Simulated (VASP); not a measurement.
Sn, 1 atom in the cell. It takes space group Im-3m (No. 229, cubic). The conventional cell has a = 3.733 Å, b = 3.733 Å, c = 3.733 Å, α = 90.00°, β = 90.00°, γ = 90.00°. Within 4.3 Å of Sn (site symmetry m-3m) lie 14 Sn at 3.23 to 3.73 Å. This isn't the form of Sn at room conditions, which is tetragonal (white tin).

```yaml
Program: VASP 6.6.1
Task: single point
Functional: PBEsol
Potentials_or_basis: VASP PAW PBE potentials, release 64 (Sn_d)
Cutoff: 500 eV
k_mesh: 15 × 15 × 15
Occupations: fermi-dirac, width 0.05 eV
Spin: no spin polarisation
Dipole_correction: no
Further_INCAR_settings: ALGO = Normal; EDIFF = 1e-06; NBANDS = 13
```

Potentials or basis: VASP PAW PBE potentials, release 64 (Sn_d).

Launch:

```console
$ cat potpaw_PBE.64/Sn_d/POTCAR > POTCAR
$ mpirun -np 1 vasp_std > vasp.out
```

Hardware: 1 thread of Intel(R) Xeon(R) 6975P-C (Granite Rapids) (shared host).

Q: Estimate the wall time of this run.

A: Wall time 8.1 s on 1 thread of Intel(R) Xeon(R) 6975P-C (Granite Rapids) (shared host), peak memory 0.16 GiB. Counts: scf iterations 10, k points 120.
